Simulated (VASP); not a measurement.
# CoO (I4/mmm) in VASP: single point with PBE

Aim: the single point of CoO with PBE.

Everything below comes from runs of VASP 6.6.1. Logs are shortened: lines on timing, memory, paths and dates and some standing lists are left out, and cuts for length are marked.

### 1 The cell of the first run

It takes space group I4/mmm (No. 139, tetragonal). The conventional cell has a = 3.182 Å, b = 3.182 Å, c = 3.825 Å, α = 90.00°, β = 90.00°, γ = 90.00°. Co (site symmetry 4/mmm) has 6 O at 1.91 to 2.25 Å within 2.5 Å. O (site symmetry 4/mmm) has 6 Co at 1.91 to 2.25 Å within 2.5 Å.

### 2 Single point, PBE, collinear spin, ferromagnetic start

Contents of INCAR:

```
SYSTEM = CoO
  ALGO = Normal
  EDIFF = 1E-6
  ENCUT = 520
  GGA = PE
  ISIF = 2
  ISMEAR = 0
  ISPIN = 2
  LASPH = .True.
  LCHARG = .False.
  LMAXMIX = 4
  LORBIT = 11
  LREAL = .False.
  LWAVE = .False.
  MAGMOM = 2.73 0.34
  NBANDS = 18
  NELM = 150
  PREC = Accurate
  SIGMA = 0.15
```

Contents of KPOINTS:

```
k-points
0
Gamma
  22 22 22
  0 0 0
```

Contents of POSCAR:

```
CoO
1.0
    0.0000000000      2.2501546197      1.9126314267
    2.2501546197      0.0000000000      1.9126314267
    2.2501546197      2.2501546197      0.0000000000
Co O
1 1
Direct
    0.0000000000      0.0000000000      0.0000000000
    0.5000000000      0.5000000000      0.5000000000
```

Potentials or basis: VASP PAW PBE potentials, release 64 (Co, O).

The run is started by

```console
> cat potpaw_PBE.64/Co/POTCAR potpaw_PBE.64/O/POTCAR > POTCAR
> mpirun -np 1 vasp_std > vasp.out
```

OUTCAR:

```text
SYSTEM = CoO
   EDIFF = 1E-6
   ENCUT = 520
   GGA = PE
   ISIF = 2
   ISMEAR = 0
   ISPIN = 2
   LASPH = .True.
   LORBIT = 11
   LREAL = .False.
   NELM = 150
   PREC = Accurate

 ion  position               nearest neighbor table
   1  0.000  0.000  0.000-   2 1.91   2 1.91   2 2.25   2 2.25   2 2.25   2 2.25
   2  0.500  0.500  0.500-   1 1.91   1 1.91   1 2.25   1 2.25   1 2.25   1 2.25

  LATTYP: Found a body centered tetragonal cell.
 ALAT       =     3.1821991806
 C/A-ratio  =     1.2020815280

  Lattice vectors:

 A1 = (   0.0000000000,  -2.2501546197,  -1.9126314267)
 A2 = (   0.0000000000,   2.2501546197,  -1.9126314267)
 A3 = (   2.2501546197,   0.0000000000,   1.9126314267)

Analysis of symmetry for initial positions (statically):
=====================================================================
 Subroutine PRICEL returns:
 Original cell was already a primitive cell.

 Routine SETGRP: Setting up the symmetry group for a
 body centered tetragonal supercell.

 Subroutine GETGRP returns: Found 16 space group operations
 (whereof 16 operations were pure point group operations)
 out of a pool of 16 trial point group operations.

The static configuration has the point symmetry D_4h.

Analysis of symmetry for dynamics (positions and initial velocities):
=====================================================================
 Subroutine PRICEL returns:
 Original cell was already a primitive cell.

 Routine SETGRP: Setting up the symmetry group for a
 body centered tetragonal supercell.

 Subroutine GETGRP returns: Found 16 space group operations
 (whereof 16 operations were pure point group operations)
 out of a pool of 16 trial point group operations.

The dynamic configuration has the point symmetry D_4h.

Analysis of structural, dynamic, and magnetic symmetry:
=====================================================================
 Subroutine PRICEL returns:
 Original cell was already a primitive cell.

 Routine SETGRP: Setting up the symmetry group for a
 body centered tetragonal supercell.

 Subroutine GETGRP returns: Found 16 space group operations
 (whereof 16 operations were pure point group operations)
 out of a pool of 16 trial point group operations.

The overall configuration has the point symmetry D_4h.

 Subroutine INISYM returns: Found 16 space group operations
 (whereof 16 operations are pure point group operations),
 and found     1 'primitive' translations

----------------------------------------------------------------------------------------

                                     Primitive cell

  volume of cell :      19.3681

  direct lattice vectors                    reciprocal lattice vectors
     0.000000000  2.250154620  1.912631427    -0.222206952  0.222206952  0.261419944
     2.250154620  0.000000000  1.912631427     0.222206952 -0.222206952  0.261419944
     2.250154620  2.250154620  0.000000000     0.222206952  0.222206952 -0.261419944

  length of vectors
     2.953193998  2.953193998  3.182199181     0.408769185  0.408769185  0.408769185

  position of ions in fractional coordinates (direct lattice)
     0.000000000  0.000000000  0.000000000
     0.500000000  0.500000000  0.500000000

  ion indices of the primitive-cell ions
   primitive index   ion index
                 1           1
                 2           2

----------------------------------------------------------------------------------------

 KPOINTS: k-points

Automatic generation of k-mesh.
 Grid dimensions read from file:
 generate k-points for:   22   22   22

 Generating k-lattice:

  Cartesian coordinates                     Fractional coordinates (reciprocal lattice)
    -0.010100316  0.010100316  0.011882725     0.045454545  0.000000000  0.000000000
     0.010100316 -0.010100316  0.011882725     0.000000000  0.045454545  0.000000000
     0.010100316  0.010100316 -0.011882725     0.000000000  0.000000000  0.045454545

  Length of vectors
     0.018580417  0.018580417  0.018580417

  Shift w.r.t. Gamma in fractional coordinates (k-lattice)
     0.000000000  0.000000000  0.000000000

 Subroutine IBZKPT returns following result:
 ===========================================

 Found    834 irreducible k-points:

 Following reciprocal coordinates:
            Coordinates               Weight
  0.000000  0.000000  0.000000      1.000000
  0.045455 -0.000000  0.000000      8.000000
  0.090909 -0.000000  0.000000      8.000000
  0.136364  0.000000  0.000000      8.000000
  0.181818 -0.000000  0.000000      8.000000
  0.227273  0.000000  0.000000      8.000000
[... 16 lines left out ...]
  0.500000  0.045455  0.000000      8.000000
 -0.454545  0.045455  0.000000      8.000000
 [... further k-points ...]
   k-points           NKPTS =    834   k-points in BZ     NKDIM =    834   number of bands    NBANDS=     18
   number of dos      NEDOS =    301   number of ions     NIONS =      2
   total plane-waves  NPLWV =  13824
   dimension x,y,z NGX =    24 NGY =   24 NGZ =   24
   dimension x,y,z NGXF=    48 NGYF=   48 NGZF=   48
   ions per type =               1   1
   NGX,Y,Z   is equivalent  to a cutoff of  13.51, 13.51, 12.54 a.u.
   NGXF,Y,Z  is equivalent  to a cutoff of  27.02, 27.02, 25.08 a.u.
 SYSTEM =  CoO
   PREC   = accura    normal or accurate (medium, high low for compatibility)
   ISTART =      0    job   : 0-new  1-cont  2-samecut
   ICHARG =      2    charge: 1-file 2-atom 10-const
   ISPIN  =      2    spin polarized calculation?
   LNONCOLLINEAR =      F non collinear calculations
   LSORBIT =      F    spin-orbit coupling
   LASPH  =      T    aspherical Exc in radial PAW
   ENCUT  =  520.0 eV  38.22 Ry    6.18 a.u.   5.49  5.49  5.92*2*pi/ulx,y,z
   NELM   =    150;   NELMIN=  2; NELMDL= -5     # of ELM steps
   EDIFF  = 0.1E-05   stopping-criterion for ELM
   LREAL  =      F    real-space projection
   EDIFFG = 0.1E-04   stopping-criterion for IOM
   NSW    =      0    number of steps for IOM
   IBRION =     -1    ionic relax: 0-MD 1-quasi-New 2-CG
   NFREE  =      0    steps in history (QN), initial steepest desc. (CG)
   ISIF   =      2    stress and relaxation
   ISYM   =      2    0-nonsym 1-usesym 2-fastsym
   POTIM  = 0.5000    time-step for ionic-motion
   TEBEG  =    0.0;   TEEND  =   0.0 temperature during run
   PSTRESS=    0.0 pullay stress
   NELECT =      15.0000    total number of electrons
   NUPDOWN=      -1.0000    fix difference up-down
   EMIN   =  10.00;   EMAX   =-10.00  energy-range for DOS
   EFERMI =   0.00;   METHOD = LEGACY
   ISMEAR =     0;   SIGMA  =   0.15  broadening in eV -4-tet -1-fermi 0-gaus
   EFERMI_NEDOS =   21; number of points for ismear=-14 and -15
   IALGO  =     38    algorithm
   IMIX   =      4    mixing-type and parameters
     AMIX     =   0.40;   BMIX     =  1.00
     AMIX_MAG =   1.60;   BMIX_MAG =  1.00
  volume/ion in A,a.u.               =       9.68        65.35
  Fermi-wavevector in a.u.,A,eV,Ry     =   1.503407  2.841027 30.752334  2.260233
  Thomas-Fermi vector in A             =   2.614521
   LORBIT       =     11    0 simple, 1 ext, 2 COOP (PROOUT), +10 PAW based schemes
   GGA     = PE    functional components
   LHFCALC =     F    Hartree Fock is set to
   AEXX    =    0.0000 exact exchange contribution
   IVDW    =     0    specifies the selected vdW correction
   LEPSILON=     F    determine dielectric tensor
   LRPA    =     F    only Hartree local field effects (RPA)
 spin polarized calculation
 Gauss-broadening in eV      SIGMA  =   0.15
  energy-cutoff  :      520.00
  volume of cell :       19.37
 maximum number of plane-waves:       535
 NGX is ok and might be reduce to    24
   NGX = 11   NGY = 11   NGZ = 11

 number of electron      15.0000005 magnetization       2.7766907

 Free energy of the ion-electron system (eV)
  ---------------------------------------------------
  ext. energy  EPLUGINS =         0.00000000
  ---------------------------------------------------
  free energy    TOTEN  =       -13.01343921 eV

  energy without entropy =      -12.98536012  energy(sigma->0) =      -12.99939966

 E-fermi :   8.0129     XC(G=0): -12.3577

 val. band max:        8.0127887522   @ k =  -0.1818   0.3182   0.2273
 cond. band min:       8.0137829677   @ k =  -0.2727   0.4091   0.1364
 fundamental gap:      0.0009942154
 Fermi energy:         8.0128691405

 spin component 1

 k-point     1 :       0.0000    0.0000    0.0000
  band No.  band energies     occupation
      1     -12.5603      1.00000
      2       4.1960      1.00000
      3       4.4964      1.00000
      4       4.5514      1.00000
      5       4.5514      1.00000
      6       4.6518      1.00000
[... 10 lines left out ...]
     17      29.8317      0.00000
     18      33.8322      0.00000
[... 463 lines left out ...]
 k-point    24 :      -0.4545    0.0455    0.0000
  band No.  band energies     occupation
      1     -11.3156      1.00000
      2      -0.3525      1.00000
      3       1.4786      1.00000
      4       1.9183      1.00000
      5       5.5455      1.00000
      6       5.7920      1.00000
[... 10 lines left out ...]
     17      34.2784      0.00000
     18      36.4810      0.00000

 [... further k-points ...]

 spin component 2

 k-point     1 :       0.0000    0.0000    0.0000
  band No.  band energies     occupation
      1     -12.0686      1.00000
      2       4.5888      1.00000
      3       5.3330      1.00000
      4       5.3330      1.00000
      5       6.6698      1.00000
      6       6.6702      1.00000
[... 10 lines left out ...]
     17      30.7653      0.00000
     18      34.8008      0.00000
[... 463 lines left out ...]
 k-point    24 :      -0.4545    0.0455    0.0000
  band No.  band energies     occupation
      1     -10.7878      1.00000
      2       0.2016      1.00000
      3       2.6937      1.00000
      4       3.1820      1.00000
      5       7.5144      1.00000
      6       8.1267      0.14161
[... 10 lines left out ...]
     17      34.7779      0.00000
     18      36.8037      0.00000

 [... further k-points ...]

------------------------ aborting loop because EDIFF is reached ----------------------------------------

  FORCE on cell =-STRESS in cart. coord.  units (eV):
  Direction    XX          YY          ZZ          XY          YZ          ZX
  --------------------------------------------------------------------------------------
  -------------------------------------------------------------------------------------
  Total        0.0277909      0.0277909      1.7577615      0.0000000     -0.0000000      0.0000000
  in kB        2.2989382      2.2989382    145.4067317      0.0000000     -0.0000000      0.0000000
  external PRESSURE =      50.0015360 kB  Pullay stress =       0.0000000 kB

 VOLUME and BASIS-vectors are now :
 -----------------------------------------------------------------------------
  energy-cutoff  :      520.00
  volume of cell :       19.37
      direct lattice vectors                 reciprocal lattice vectors
     0.000000000  2.250154620  1.912631427    -0.222206952  0.222206952  0.261419944
     2.250154620  0.000000000  1.912631427     0.222206952 -0.222206952  0.261419944
     2.250154620  2.250154620  0.000000000     0.222206952  0.222206952 -0.261419944

 POSITION                                       TOTAL-FORCE (eV/Angst)
 -----------------------------------------------------------------------------------
      0.00000      0.00000      0.00000        -0.000000      0.000000      0.000000
      2.25015      2.25015      1.91263         0.000000     -0.000000     -0.000000
 -----------------------------------------------------------------------------------
    total drift:                                0.000000     -0.000000      0.000000

  FREE ENERGIE OF THE ION-ELECTRON SYSTEM (eV)
  ---------------------------------------------------
  free  energy   TOTEN  =       -13.0134392094 eV

  energy  without entropy=      -12.9853601158  energy(sigma->0) =      -12.99939966

 total charge

# of ion       s       p       d       tot
------------------------------------------
    1        0.322   0.395   7.192   7.909
    2        1.560   3.436   0.000   4.996
--------------------------------------------------
tot          1.883   3.831   7.192  12.905

 magnetization (x)

# of ion       s       p       d       tot
------------------------------------------
    1        0.030   0.016   2.387   2.433
    2        0.025   0.262   0.000   0.288
--------------------------------------------------
tot          0.055   0.278   2.387   2.720
```

Wall time 3.6 min (1 thread of Intel Xeon 6975P-C (Granite Rapids), shared host); peak memory 0.52 GiB.

Results:

| Item | Value |
| --- | --- |
| Free energy | -13.0134 eV |
| Pressure | 5.0 GPa |
| Net moment | 2.78 μB per cell |
| Site moments | Co +2.43; O +0.29 μB |
| Valence electrons inside the program's atomic spheres | Co 7.91; O 5.00 |

Caveat: the stress differs along the axes, from 0 to 15 GPa; a cell with one magnetic atom can't hold antiferromagnetic order, which such compounds often take; semilocal functionals often make such compounds metallic where correlation or magnetic order opens a gap, which also shifts bond lengths.
